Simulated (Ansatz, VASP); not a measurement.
## Two plane-wave programs on Zr

```
Zr
1.0
     3.17573    0.00000    0.00000
    -1.58786    2.75026    0.00000
     0.00000    0.00000    5.14468
Zr
2
Direct
  0.33333 0.66667 0.25000
  0.66667 0.33333 0.75000
```

Alike in both runs: task relaxation of cell and atoms; functional PBEsol; k mesh 18 × 18 × 10; occupations fermi-dirac, width 0.08 eV; no spin polarisation.

|  | VASP | Ansatz |
| --- | --- | --- |
| version | VASP 6.6.1 | Ansatz 0.2.0 |
| potentials or method | VASP PAW PBE potentials, release 64 (Zr_sv) | PAW with Ansatz's default frozen-core files, scalar-relativistic |
| plane-wave cutoff (eV) | 600 | 420 |
| valence electrons in the cell | 24 | 24 |

Ansatz gave:

* relaxed volume (Å³/atom): 22.47
* relaxed cell length with the largest relative difference (Å): 3.184

**Question.** What did VASP give for the same quantities?

**Answer.** Relaxed volume (Å³/atom): 22.48; relaxed cell length with the largest relative difference (Å): 3.184.

VASP's potentials were made for PBE, not for PBEsol.
